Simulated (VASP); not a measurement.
# BiTe (Cm) in VASP: a series of runs

The runs below take BiTe through single point, with PBEsol.

All numbers are computed with VASP 6.6.1; they aren't measurements. Logs are shortened: lines on timing, memory, paths and dates and some standing lists are left out, and cuts for length are marked.

## 1. The cell of the first run

Symmetry: Cm, No. 8, monoclinic system. Conventional cell: a = 7.200 Å, b = 4.845 Å, c = 4.339 Å, α = 90.00°, β = 117.00°, γ = 90.00°. Within 4.1 Å of Bi (site symmetry m) lie 6 Te at 3.15 to 3.35 Å. Te (site symmetry m) has 6 Bi at 3.15 to 3.35 Å within 4.1 Å.

## 2. Single point, PBEsol

INCAR reads:

```
PREC     = Accurate       # precision mode
ENCUT    = 520            # plane-wave cutoff, eV
EDIFF    = 1E-6           # SCF threshold, eV
ISMEAR   = 0              # smearing method
SIGMA    = 0.15           # smearing width, eV
LREAL    = False          # projectors in reciprocal space
LASPH    = True           # aspherical terms in the spheres
NELM     = 100            # most SCF steps
ALGO     = Normal         # electronic algorithm
ISIF     = 2              # what is computed and relaxed
LWAVE    = False          # write WAVECAR
LCHARG   = False          # write CHGCAR
GGA      = PS             # functional
NBANDS   = 18             # bands
```

KPOINTS reads:

```
Automatic mesh
0
Gamma
  12 12 12
```

POSCAR reads:

```
BiTe
1.0
    2.4227077728      1.3987509848      3.3172919545
   -2.4227077728      1.3987509848      3.3172919545
    0.0000000000     -2.7975019696      3.3172919545
Bi Te
1 1
Direct
    0.5000000000      0.5000000000      0.5000000000
    0.0153739765      0.0153739765     -0.0153739765
```

Potentials or basis: VASP PAW PBE potentials, release 64 (Bi_d, Te).

Launch:

```console
cat potpaw_PBE.64/Bi_d/POTCAR potpaw_PBE.64/Te/POTCAR > POTCAR
mpirun -np 1 vasp_std > vasp.out
```

OUTCAR:

```text
PREC = Accurate
   ENCUT = 520
   EDIFF = 1E-6
   ISMEAR = 0
   LREAL = False
   LASPH = True
   NELM = 100
   ISIF = 2
   GGA = PS

 ion  position               nearest neighbor table
   1  0.500  0.500  0.500-   2 3.15   2 3.24   2 3.24   2 3.26   2 3.26   2 3.35
   2  0.015  0.015  0.985-   1 3.15   1 3.24   1 3.24   1 3.26   1 3.26   1 3.35

  LATTYP: Found a trigonal (rhomboedric) cell.
 ALAT       =     4.3394058558
 COS(alpha) =     0.3765932224

  Lattice vectors:

 A1 = (   2.4227077728,   1.3987509848,   3.3172919545)
 A2 = (  -2.4227077728,   1.3987509848,   3.3172919545)
 A3 = (   0.0000000000,  -2.7975019696,   3.3172919545)

Analysis of symmetry for initial positions (statically):
=====================================================================
 Subroutine PRICEL returns:
 Original cell was already a primitive cell.

 Routine SETGRP: Setting up the symmetry group for a
 trigonal (rhombohedral) supercell.

 Subroutine GETGRP returns: Found  2 space group operations
 (whereof  2 operations were pure point group operations)
 out of a pool of 12 trial point group operations.

The static configuration has the point symmetry C_1h.

Analysis of symmetry for dynamics (positions and initial velocities):
=====================================================================
 Subroutine PRICEL returns:
 Original cell was already a primitive cell.

 Routine SETGRP: Setting up the symmetry group for a
 trigonal (rhombohedral) supercell.

 Subroutine GETGRP returns: Found  2 space group operations
 (whereof  2 operations were pure point group operations)
 out of a pool of 12 trial point group operations.

The dynamic configuration has the point symmetry C_1h.

 Subroutine INISYM returns: Found  2 space group operations
 (whereof  2 operations are pure point group operations),
 and found     1 'primitive' translations

----------------------------------------------------------------------------------------

                                     Primitive cell

  volume of cell :      67.4491

  direct lattice vectors                    reciprocal lattice vectors
     2.422707773  1.398750985  3.317291954     0.206380648  0.119153923  0.100483568
    -2.422707773  1.398750985  3.317291954    -0.206380648  0.119153923  0.100483568
     0.000000000 -2.797501970  3.317291954     0.000000000 -0.238307845  0.100483568

  length of vectors
     4.339405856  4.339405856  4.339405856     0.258626326  0.258626326  0.258626326
[... 79 lines left out ...]
   ENCUT  =  520.0 eV  38.22 Ry    6.18 a.u.   8.07  8.07  8.07*2*pi/ulx,y,z
   NELM   =    100;   NELMIN=  2; NELMDL= -5     # of ELM steps
   EDIFF  = 0.1E-05   stopping-criterion for ELM
   LREAL  =      F    real-space projection
   EDIFFG = 0.1E-04   stopping-criterion for IOM
   NSW    =      0    number of steps for IOM
   IBRION =     -1    ionic relax: 0-MD 1-quasi-New 2-CG
   NFREE  =      0    steps in history (QN), initial steepest desc. (CG)
   ISIF   =      2    stress and relaxation
   ISYM   =      2    0-nonsym 1-usesym 2-fastsym
   POTIM  = 0.5000    time-step for ionic-motion
   TEBEG  =    0.0;   TEEND  =   0.0 temperature during run
   PSTRESS=    0.0 pullay stress
   NELECT =      21.0000    total number of electrons
   NUPDOWN=      -1.0000    fix difference up-down
   EMIN   =  10.00;   EMAX   =-10.00  energy-range for DOS
   EFERMI =   0.00;   METHOD = LEGACY
   ISMEAR =     0;   SIGMA  =   0.15  broadening in eV -4-tet -1-fermi 0-gaus
   EFERMI_NEDOS =   21; number of points for ismear=-14 and -15
   IALGO  =     38    algorithm
   IMIX   =      4    mixing-type and parameters
     AMIX     =   0.40;   BMIX     =  1.00
     AMIX_MAG =   1.60;   BMIX_MAG =  1.00
  volume/ion in A,a.u.               =      33.72       227.58
  Fermi-wavevector in a.u.,A,eV,Ry     =   1.109573  2.096789 16.750837  1.231152
  Thomas-Fermi vector in A             =   2.246114
   LORBIT       =      0    0 simple, 1 ext, 2 COOP (PROOUT), +10 PAW based schemes
   GGA     = PS    functional components
   LHFCALC =     F    Hartree Fock is set to
   AEXX    =    0.0000 exact exchange contribution
   IVDW    =     0    specifies the selected vdW correction
   LEPSILON=     F    determine dielectric tensor
   LRPA    =     F    only Hartree local field effects (RPA)
 non-spin polarized calculation
 Gauss-broadening in eV      SIGMA  =   0.15
  energy-cutoff  :      520.00
  volume of cell :       67.45
 maximum number of plane-waves:      1832
   NGX = 17   NGY = 17   NGZ = 17

 number of electron      20.9999996 magnetization

 Free energy of the ion-electron system (eV)
  ---------------------------------------------------
  ext. energy  EPLUGINS =         0.00000000
  ---------------------------------------------------
  free energy    TOTEN  =        -7.97991266 eV

  energy without entropy =       -7.96510082  energy(sigma->0) =       -7.97250674

 E-fermi :   6.5216     XC(G=0):  -9.6304

 val. band max:        6.5200644903   @ k =  -0.3333  -0.1667  -0.3333
 cond. band min:       6.5218642604   @ k =   0.2500  -0.0000  -0.0833
 fundamental gap:      0.0017997701
 Fermi energy:         6.5215815352

 k-point     1 :       0.0000    0.0000    0.0000
  band No.  band energies     occupation
      1     -16.6169      2.00000
      2     -16.6168      2.00000
      3     -16.6081      2.00000
      4     -16.6053      2.00000
      5     -16.5919      2.00000
      6      -6.9924      2.00000
[... 481 lines left out ...]
      5     -16.5887      2.00000
      6      -6.1525      2.00000
[... 10 lines left out ...]
     17      14.9929      0.00000
     18      16.0476      0.00000

 [... further k-points ...]

------------------------ aborting loop because EDIFF is reached ----------------------------------------

  FORCE on cell =-STRESS in cart. coord.  units (eV):
  Direction    XX          YY          ZZ          XY          YZ          ZX
  --------------------------------------------------------------------------------------
  -------------------------------------------------------------------------------------
  Total       -1.0621048     -0.9693888     -0.9567227      0.0000000      0.0456045      0.0000000
  in kB      -25.2290879    -23.0267251    -22.7258581      0.0000000      1.0832826      0.0000000
  external PRESSURE =     -23.6605571 kB  Pullay stress =       0.0000000 kB

 VOLUME and BASIS-vectors are now :
 -----------------------------------------------------------------------------
  energy-cutoff  :      520.00
  volume of cell :       67.45
      direct lattice vectors                 reciprocal lattice vectors
     2.422707773  1.398750985  3.317291954     0.206380648  0.119153923  0.100483568
    -2.422707773  1.398750985  3.317291954    -0.206380648  0.119153923  0.100483568
     0.000000000 -2.797501970  3.317291954     0.000000000 -0.238307845  0.100483568

 POSITION                                       TOTAL-FORCE (eV/Angst)
 -----------------------------------------------------------------------------------
      0.00000      0.00000      4.97594         0.000000      0.176673      0.058380
      0.00000     -2.71148      3.36829         0.000000     -0.176673     -0.058380
 -----------------------------------------------------------------------------------
    total drift:                               -0.000000      0.000010      0.000079

  FREE ENERGIE OF THE ION-ELECTRON SYSTEM (eV)
  ---------------------------------------------------
  free  energy   TOTEN  =        -7.9799126590 eV

  energy  without entropy=       -7.9651008216  energy(sigma->0) =       -7.97250674
```

OSZICAR:

```text
N       E                     dE             d eps       ncg     rms          rms(c)
DAV:   1     0.155983980502E+03    0.15598E+03   -0.99418E+03 17160   0.113E+03
DAV:   2     0.403573403757E+01   -0.15195E+03   -0.14807E+03 18276   0.303E+02
DAV:   3    -0.768310564187E+01   -0.11719E+02   -0.11597E+02 20984   0.881E+01
DAV:   4    -0.801130825828E+01   -0.32820E+00   -0.32783E+00 21866   0.157E+01
DAV:   5    -0.802280631704E+01   -0.11498E-01   -0.11497E-01 22938   0.274E+00    0.604E+00
DAV:   6    -0.797980698451E+01    0.42999E-01   -0.12972E-01 25144   0.229E+00    0.376E+00
DAV:   7    -0.798035609163E+01   -0.54911E-03   -0.30385E-02 20678   0.949E-01    0.666E-01
DAV:   8    -0.797985868098E+01    0.49741E-03   -0.47173E-03 21558   0.482E-01    0.124E-01
DAV:   9    -0.797991541622E+01   -0.56735E-04   -0.49371E-04 19140   0.140E-01    0.489E-02
DAV:  10    -0.797991489261E+01    0.52361E-06   -0.25293E-05 23214   0.303E-02    0.290E-02
DAV:  11    -0.797991325855E+01    0.16341E-05   -0.81826E-06 22998   0.203E-02    0.524E-03
DAV:  12    -0.797991265896E+01    0.59959E-06   -0.14797E-06 11450   0.101E-02
   1 F= -.79799127E+01 E0= -.79725067E+01  d E =-.148118E-01
```

stdout:

```text
POSCAR found type information on POSCAR BiTe
 POSCAR found :  2 types and       2 ions
 scaLAPACK will be used
 -----------------------------------------------------------------------------
|                                                                             |
|                                                                             |
|     You enforced a specific xc type in the INCAR file but a different       |
|     I HOPE YOU KNOW WHAT YOU ARE DOING!                                     |
|                                                                             |
 -----------------------------------------------------------------------------

 LDA part: xc-table for (Slater+PW92), standard interpolation
 POSCAR, INCAR and KPOINTS ok, starting setup
 FFT: planning ... GRIDC
 FFT: planning ... GRID_SOFT
 FFT: planning ... GRID
 WAVECAR not read
 entering main loop
```

Wall time 1.9 min (1 thread of Intel Xeon 6975P-C (Granite Rapids), shared host); peak memory 0.64 GiB.

What came out:

- Free energy: -7.9799 eV
- Pressure: -2.4 GPa
- Largest force: 0.186 eV/Å
- Band gap on the k mesh: zero (an odd number of electrons rules out a gap without spin polarisation)

Forces in eV/Å, atoms in the order of the input:
```
Bi   0.000  0.177  0.058
Te   0.000 -0.177 -0.058
```

Stress tensor (GPa, compression positive):
```
-2.52  0.00  0.00
 0.00 -2.30  0.11
 0.00  0.11 -2.27
```

Caveat: the cell differs from its parent crystal (all Te atoms moved -0.100 Å, as atom 2 towards its neighbour atom 1 (Bi) at 3.252 Å); the PAW data sets were made with another functional, which shifts forces and pressure a little; spin-orbit coupling is left out, which moves the levels of the heavy elements.

## 3. Single point, PBEsol

INCAR reads:

```
SYSTEM = BiTe
PREC = Accurate
ENCUT = 520
EDIFF = 1E-7
ISMEAR = 0
SIGMA = 0.15
LREAL = .False.
LASPH = .True.
NELM = 80
ALGO = Normal
ISIF = 2
LWAVE = .False.
LCHARG = .False.
GGA = PS
NBANDS = 18
```

KPOINTS reads:

```
regular mesh
0
Gamma
  12 12 12
  0 0 0
```

Changes to POSCAR since step 2:

```diff
@@ -9,2 +9,2 @@
     0.5000000000      0.5000000000      0.5000000000
-    0.0153739765      0.0153739765     -0.0153739765
+   -0.0115304823     -0.0115304823      0.0115304823
```

Potentials or basis: VASP PAW PBE potentials, release 64 (Bi_d, Te).

Launch:

```console
cat potpaw_PBE.64/Bi_d/POTCAR potpaw_PBE.64/Te/POTCAR > POTCAR
mpirun -np 1 vasp_std > vasp.out
```

Run time: 2.4 min. Hardware: 1 thread of Intel Xeon 6975P-C (Granite Rapids), shared host; peak memory 0.63 GiB.

Results (log left out):

```
Free energy            : -7.9839 eV
Pressure               : -2.4 GPa
Largest force          : 0.137 eV/Å
Band gap on the k mesh : zero (an odd number of electrons rules out a gap without spin polarisation)
```

Forces in eV/Å, atoms in the order of the input:
```
Bi   0.000 -0.130 -0.043
Te   0.000  0.130  0.043
```

Stress tensor (GPa, compression positive):
```
-2.56  0.00  0.00
 0.00 -2.44  0.06
 0.00  0.06 -2.31
```

Levels at points of the mesh, in eV from the Fermi level:
```
           k point  band 6  band 7  band 8  band 9  band 10  band 11  band 12  band 13  band 14  band 15
(0.00, 0.00, 0.00)  -13.50   -8.29   -2.91   -2.90    -1.60     1.87     2.45     2.49     4.05     4.07
(0.50, 0.00, 0.00)  -11.63  -11.32   -1.89   -1.84    -1.08    -0.92    -0.57     0.30     6.62     6.82
(0.00, 0.00, 0.50)  -11.65  -11.30   -1.85   -1.84    -1.11    -0.93    -0.61     0.34     6.62     6.82
(0.50, 0.50, 0.00)  -11.70  -10.01   -5.61   -4.49    -3.30     2.35     3.07     3.58     4.59     8.21
(0.50, 0.00, 0.50)  -11.71   -9.98   -5.62   -4.48    -3.30     2.27     3.11     3.62     4.57     8.21
(0.50, 0.50, 0.50)  -11.27  -10.93   -2.40   -2.36    -2.26    -1.57    -1.26    -1.22     7.89     8.51
```

Caveat: the cell differs from its parent crystal (all Te atoms moved +0.075 Å, as atom 2 towards its neighbour atom 1 (Bi) at 3.252 Å); the PAW data sets were made with another functional, which shifts forces and pressure a little; spin-orbit coupling is left out, which moves the levels of the heavy elements.

## 4. Single point, PBEsol

INCAR reads:

```
  PREC = Accurate
  ENCUT = 520
  EDIFF = 1E-7
  ISMEAR = 0
  SIGMA = 0.15
  LREAL = F
  LASPH = T
  NELM = 60
  ALGO = Normal
  ISIF = 2
  LWAVE = F
  LCHARG = F
  GGA = PS
  NBANDS = 18
```

KPOINTS reads:

```
regular mesh
0
Gamma
  12 12 12
```

Changes to POSCAR since step 3:

```diff
@@ -9,2 +9,2 @@
     0.5000000000      0.5000000000      0.5000000000
-   -0.0115304823     -0.0115304823      0.0115304823
+    0.0076869882      0.0076869882     -0.0076869882
```

Launch:

```console
cat potpaw_PBE.64/Bi_d/POTCAR potpaw_PBE.64/Te/POTCAR > POTCAR
mpirun -np 1 vasp_std > vasp.out
```

Run time: 2.4 min. Hardware: 1 thread of Intel Xeon 6975P-C (Granite Rapids), shared host; peak memory 0.63 GiB.

It converged, with:

```
Free energy            : -7.9866 eV
Pressure               : -2.5 GPa
Largest force          : 0.090 eV/Å
Band gap on the k mesh : zero (an odd number of electrons rules out a gap without spin polarisation)
```

Forces in eV/Å, atoms in the order of the input:
```
Bi   0.000  0.086  0.028
Te   0.000 -0.086 -0.028
```

Stress tensor (GPa, compression positive):
```
-2.59  0.00  0.00
 0.00 -2.54  0.03
 0.00  0.03 -2.33
```

Levels at points of the mesh, in eV from the Fermi level:
```csv
k point,band 7,band 8,band 9,band 10,band 11,band 12,band 13,band 14
"(0.00, 0.00, 0.00)",-8.28,-2.90,-2.90,-1.59,1.88,2.48,2.50,4.04
"(0.50, 0.00, 0.00)",-11.34,-1.86,-1.83,-1.05,-0.94,-0.59,0.31,6.65
"(0.00, 0.00, 0.50)",-11.33,-1.84,-1.82,-1.07,-0.95,-0.61,0.32,6.65
"(0.50, 0.50, 0.00)",-9.99,-5.61,-4.48,-3.29,2.36,3.07,3.59,4.59
"(0.50, 0.00, 0.50)",-9.97,-5.61,-4.48,-3.29,2.32,3.09,3.60,4.58
"(0.50, 0.50, 0.50)",-10.94,-2.37,-2.34,-2.25,-1.58,-1.27,-1.24,7.91
```

Caveat: the cell differs from its parent crystal (all Te atoms moved -0.050 Å, as atom 2 towards its neighbour atom 1 (Bi) at 3.252 Å); the PAW data sets were made with another functional, which shifts forces and pressure a little; spin-orbit coupling is left out, which moves the levels of the heavy elements.

## 5. The runs side by side

| cell | gap on the mesh (eV) | pressure (GPa) | largest force (eV/Å) |
| --- | --- | --- | --- |
| as given, atomic positions A | none | -2.4 | 0.19 |
| as given, atomic positions B | none | -2.4 | 0.14 |
| as given, atomic positions C | none | -2.5 | 0.09 |

Alike in all rows: task single point; level PBEsol; potentials or basis VASP PAW PBE potentials, release 64 (Bi_d, Te); no spin polarisation; k mesh 12 × 12 × 12; cutoff (eV) 520; smearing gaussian 0.15 eV.

Caveats: the PAW data sets were made with another functional, which shifts forces and pressure a little; spin-orbit coupling is left out, which moves the levels of the heavy elements.

Absolute energies hang on the potentials; compare differences alone.
